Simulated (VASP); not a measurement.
# NiSb (Breithauptite) (P6_3/mmc) in VASP: notebook

The runs below take NiSb (Breithauptite) through single point, with PBE.

All numbers are computed with VASP 6.6.1; they aren't measurements. Logs are shortened: lines on timing, memory, paths and dates and some standing lists are left out, and cuts for length are marked.

### 1 The cell of the first run

The structure is hexagonal, space group P6_3/mmc (No. 194). Conventional cell: a = 3.928 Å, b = 3.928 Å, c = 5.120 Å, α = 90.00°, β = 90.00°, γ = 120.00°. Within 3.4 Å of Sb (site symmetry -6m2) lie 6 Ni at 2.60 Å. Within 3.4 Å of Ni (site symmetry -3m) lie 2 Ni at 2.56 Å and 6 Sb at 2.60 Å.

### 2 Single point, PBE, collinear spin, ferromagnetic start

INCAR reads:

```
PREC = Accurate
ENCUT = 520
EDIFF = 1E-7
ISMEAR = -1
SIGMA = 0.05
LREAL = False
LASPH = True
NELM = 150
ALGO = Normal
ISIF = 2
LWAVE = False
LCHARG = False
ISPIN = 2
MAGMOM = 0 0 1.25 1.25
LORBIT = 11
NUPDOWN = 2.5
LMAXMIX = 4
GGA = PE
NBANDS = 27
```

KPOINTS reads:

```
Automatic mesh
0
Gamma
  7 7 5
```

POSCAR reads:

```
NiSb
1.0
    3.9280000000      0.0000000000      0.0000000000
   -1.9640000000      3.4017477861      0.0000000000
    0.0000000000      0.0000000000      5.1200000000
Sb Ni
2 2
Direct
    0.6666666667      0.3333333333      0.7500000000
    0.3333333333      0.6666666667      0.2500000000
    0.0000000000      0.0000000000      0.5000000000
    0.0000000000      0.0000000000      0.0000000000
```

Potentials or basis: VASP PAW PBE potentials, release 64 (Sb, Ni).

Started as:

```console
$ cat potpaw_PBE.64/Sb/POTCAR potpaw_PBE.64/Ni/POTCAR > POTCAR
$ mpirun -np 1 vasp_std > vasp.out
```

OUTCAR:

```text
PREC = Accurate
   ENCUT = 520
   EDIFF = 1E-7
   ISMEAR = -1
   LREAL = False
   LASPH = True
   NELM = 150
   ISIF = 2
   ISPIN = 2
   LORBIT = 11
   NUPDOWN = 2.5
   GGA = PE

 ion  position               nearest neighbor table
   1  0.667  0.333  0.750-   3 2.60   4 2.60   3 2.60   4 2.60   3 2.60   4 2.60   2 3.42   2 3.42
                             2 3.42   2 3.42   2 3.42   2 3.42
   2  0.333  0.667  0.250-   3 2.60   4 2.60   3 2.60   4 2.60   3 2.60   4 2.60   1 3.42   1 3.42
                             1 3.42   1 3.42   1 3.42   1 3.42
   3  0.000  0.000  0.500-   4 2.56   4 2.56   1 2.60   2 2.60   1 2.60   2 2.60   1 2.60   2 2.60

   4  0.000  0.000  0.000-   3 2.56   3 2.56   1 2.60   2 2.60   1 2.60   2 2.60   1 2.60   2 2.60

  LATTYP: Found a hexagonal cell.
 ALAT       =     3.9280000000
 C/A-ratio  =     1.3034623218

  Lattice vectors:

 A1 = (   3.9280000000,   0.0000000000,   0.0000000000)
 A2 = (  -1.9640000000,   3.4017477861,   0.0000000000)
 A3 = (   0.0000000000,   0.0000000000,   5.1200000000)

Analysis of symmetry for initial positions (statically):
=====================================================================
 Subroutine PRICEL returns:
 Original cell was already a primitive cell.

 Routine SETGRP: Setting up the symmetry group for a
 hexagonal supercell.

 Subroutine GETGRP returns: Found 24 space group operations
 (whereof 12 operations were pure point group operations)
 out of a pool of 24 trial point group operations.

The static configuration has the point symmetry D_3d.
 The point group associated with its full space group is D_6h.

Analysis of symmetry for dynamics (positions and initial velocities):
=====================================================================
 Subroutine PRICEL returns:
 Original cell was already a primitive cell.

 Routine SETGRP: Setting up the symmetry group for a
 hexagonal supercell.

 Subroutine GETGRP returns: Found 24 space group operations
 (whereof 12 operations were pure point group operations)
 out of a pool of 24 trial point group operations.

The dynamic configuration has the point symmetry D_3d.
 The point group associated with its full space group is D_6h.

Analysis of structural, dynamic, and magnetic symmetry:
=====================================================================
 Subroutine PRICEL returns:
 Original cell was already a primitive cell.

 Routine SETGRP: Setting up the symmetry group for a
 hexagonal supercell.

 Subroutine GETGRP returns: Found 24 space group operations
 (whereof 12 operations were pure point group operations)
[... 134 lines left out ...]
   IVDW    =     0    specifies the selected vdW correction
   LEPSILON=     F    determine dielectric tensor
   LRPA    =     F    only Hartree local field effects (RPA)
 spin polarized calculation
  energy-cutoff  :      520.00
  volume of cell :       68.41
 maximum number of plane-waves:      1867
 NGX is ok and might be reduce to    30
   NGX = 15   NGY = 15   NGZ = 19

 number of electron      30.0000033 magnetization       2.5000004

 Free energy of the ion-electron system (eV)
  ---------------------------------------------------
  ext. energy  EPLUGINS =         0.00000000
  ---------------------------------------------------
  free energy    TOTEN  =       -19.12504460 eV

  energy without entropy =      -19.10421432  energy(sigma->0) =      -19.11462946

 E-fermi :   9.1668     XC(G=0): -11.5319

 val. band max:       11.0336460415   @ k =   0.2857   0.2857   0.2000
 cond. band min:       9.1672461092   @ k =   0.2857   0.2857   0.4000
 fundamental gap:     -1.8663999322
 Fermi energy:        11.0401338089

 spin component 1

 k-point     1 :       0.0000    0.0000    0.0000
  band No.  band energies     occupation
      1      -3.0471      1.00000
      2       1.5605      1.00000
      3       3.5852      1.00000
      4       5.6523      1.00000
      5       5.6523      1.00000
      6       6.2159      1.00000
[... 709 lines left out ...]
     26      20.1370      0.00000
     27      20.7693      0.00000
 Fermi energy:         9.1668141436

 spin component 2

 k-point     1 :       0.0000    0.0000    0.0000
  band No.  band energies     occupation
      1      -2.7334      1.00000
      2       1.8409      1.00000
      3       3.9975      1.00000
      4       6.2923      1.00000
      5       6.2923      1.00000
      6       6.9332      1.00000
[... 709 lines left out ...]
     26      20.4680      0.00000
     27      21.0883      0.00000

------------------------ aborting loop because EDIFF is reached ----------------------------------------

  FORCE on cell =-STRESS in cart. coord.  units (eV):
  Direction    XX          YY          ZZ          XY          YZ          ZX
  --------------------------------------------------------------------------------------
  -------------------------------------------------------------------------------------
  Total        4.2818881      4.2818881      3.4582882      0.0000000      0.0000000      0.0000000
  in kB      100.2772331    100.2772331     80.9894051      0.0000000      0.0000000      0.0000000
  external PRESSURE =      93.8479571 kB  Pullay stress =       0.0000000 kB

 VOLUME and BASIS-vectors are now :
 -----------------------------------------------------------------------------
  energy-cutoff  :      520.00
  volume of cell :       68.41
      direct lattice vectors                 reciprocal lattice vectors
     3.928000000  0.000000000  0.000000000     0.254582485  0.146983266  0.000000000
    -1.964000000  3.401747786  0.000000000     0.000000000  0.293966532  0.000000000
     0.000000000  0.000000000  5.120000000     0.000000000  0.000000000  0.195312500

 POSITION                                       TOTAL-FORCE (eV/Angst)
 -----------------------------------------------------------------------------------
      1.96400      1.13392      3.84000         0.000000     -0.000000      0.000000
     -0.00000      2.26783      1.28000        -0.000000      0.000000      0.000000
      0.00000      0.00000      2.56000        -0.000000      0.000000      0.000000
      0.00000      0.00000      0.00000        -0.000000      0.000000      0.000000
 -----------------------------------------------------------------------------------
    total drift:                               -0.000000      0.000000     -0.000000

  FREE ENERGIE OF THE ION-ELECTRON SYSTEM (eV)
  ---------------------------------------------------
  free  energy   TOTEN  =       -19.1250446030 eV

  energy  without entropy=      -19.1042143208  energy(sigma->0) =      -19.11462946

 total charge

# of ion       s       p       d       tot
------------------------------------------
    1        1.146   1.241   0.074   2.461
    2        1.146   1.241   0.074   2.461
    3        0.460   0.497   8.406   9.363
    4        0.460   0.497   8.406   9.363
--------------------------------------------------
tot          3.212   3.476  16.961  23.649

 magnetization (x)

# of ion       s       p       d       tot
------------------------------------------
    1        0.059   0.164   0.010   0.233
    2        0.059   0.164   0.010   0.233
    3        0.022   0.065   0.699   0.786
    4        0.022   0.065   0.699   0.786
--------------------------------------------------
tot          0.160   0.459   1.418   2.037
```

stdout:

```text
POSCAR found type information on POSCAR SbNi
 POSCAR found :  2 types and       4 ions
 scaLAPACK will be used
 LDA part: xc-table for (Slater+PW92), standard interpolation
 POSCAR, INCAR and KPOINTS ok, starting setup
 FFT: planning ... GRIDC
 FFT: planning ... GRID_SOFT
 FFT: planning ... GRID
 WAVECAR not read
 entering main loop
```

It took 2.5 min on 1 thread of Oxide Virtual Turin-like, shared host; peak memory 0.21 GiB.

Results:

| Item | Value |
| --- | --- |
| Free energy | -19.1250 eV |
| Pressure | 9.4 GPa |
| Net moment | 2.50 μB per cell |
| Site moments | Sb +0.23; Ni +0.79 μB |
| Valence electrons inside the program's atomic spheres | Sb 2.46; Ni 9.36 |

Stress tensor (GPa, compression positive):
```
10.03  0.00  0.00
 0.00 10.03  0.00
 0.00  0.00  8.10
```

Caveat: spin-orbit coupling is left out, which moves the levels of the heavy elements; the total moment is fixed, so each spin has its own Fermi level.

### 3 Single point, PBE, collinear spin, ferromagnetic start

INCAR reads:

```
PREC = Accurate
ENCUT = 520
EDIFF = 1E-6
ISMEAR = -1
SIGMA = 0.05
LREAL = F
LASPH = T
NELM = 150
ALGO = Normal
ISIF = 2
LWAVE = F
LCHARG = T
ISPIN = 2
MAGMOM = 0 0 1.5 1.5
LORBIT = 11
NUPDOWN = 3.0
LMAXMIX = 4
GGA = PE
LELF = T
LVHAR = T
NBANDS = 27
```

KPOINTS reads:

```
regular mesh
0
Gamma
  7 7 5
```

POSCAR is that of step 2.

Potentials or basis: VASP PAW PBE potentials, release 64 (Sb, Ni).

Started as:

```console
$ cat potpaw_PBE.64/Sb/POTCAR potpaw_PBE.64/Ni/POTCAR > POTCAR
$ mpirun -np 1 vasp_std > vasp.out
```

Run time: 2.2 min. Hardware: 1 thread of Oxide Virtual Turin-like, shared host; peak memory 0.21 GiB.

It converged, with:

```yaml
Free_energy: -18.6064 eV
Pressure: 11.4 GPa
Net_moment: 3.00 μB per cell
Site_moments: Sb +0.29; Ni +0.92 μB
Valence_electrons_inside_the_program's_atomic_spheres: Sb 2.47; Ni 9.35
```

Stress tensor (GPa, compression positive):
```
12.22  0.00  0.00
 0.00 12.22  0.00
 0.00  0.00  9.74
```

Caveat: spin-orbit coupling is left out, which moves the levels of the heavy elements; the total moment is fixed, so each spin has its own Fermi level.

### 4 Single point, PBE, collinear spin, ferromagnetic start

INCAR reads:

```
ALGO = Normal
EDIFF = 1E-6
ENCUT = 520
GGA = PE
ISIF = 2
ISMEAR = -1
ISPIN = 2
LASPH = True
LCHARG = True
LELF = True
LMAXMIX = 4
LORBIT = 11
LREAL = False
LVHAR = True
LWAVE = False
MAGMOM = 0 0 2 2
NBANDS = 27
NELM = 150
NUPDOWN = 4.0
PREC = Accurate
SIGMA = 0.05
```

KPOINTS reads:

```
k-points
0
Gamma
  7 7 5
```

POSCAR is that of step 3.

Started as:

```console
$ cat potpaw_PBE.64/Sb/POTCAR potpaw_PBE.64/Ni/POTCAR > POTCAR
$ mpirun -np 1 vasp_std > vasp.out
```

It took 3 min on 1 thread of Oxide Virtual Turin-like, shared host; peak memory 0.21 GiB.

Results (log left out):

```
Free energy                                           : -17.1526 eV
Pressure                                              : 16.7 GPa
Net moment                                            : 4.00 μB per cell
Site moments                                          : Sb +0.41; Ni +1.17 μB
Valence electrons inside the program's atomic spheres : Sb 2.50; Ni 9.31
```

Stress tensor (GPa, compression positive):
```
17.30  0.00  0.00
 0.00 17.30  0.00
 0.00  0.00 15.46
```

Caveat: spin-orbit coupling is left out, which moves the levels of the heavy elements; the total moment is fixed, so each spin has its own Fermi level.

### 5 Overview

| fixed moment (μB) | pressure (GPa) | moment (μB) |
| --- | --- | --- |
| 2.5 | 9.4 | 2.50 |
| 3.0 | 11.4 | 3.00 |
| 4.0 | 16.7 | 4.00 |

Alike in all rows: task single point; level PBE; potentials or basis VASP PAW PBE potentials, release 64 (Sb, Ni); spin collinear, ferromagnetic start; cell as given; k mesh 7 × 7 × 5; cutoff (eV) 520; smearing fermi-dirac 0.05 eV.

Caveats: spin-orbit coupling is left out, which moves the levels of the heavy elements; the total moment is fixed, so each spin has its own Fermi level.

Absolute energies hang on the potentials; compare differences alone.
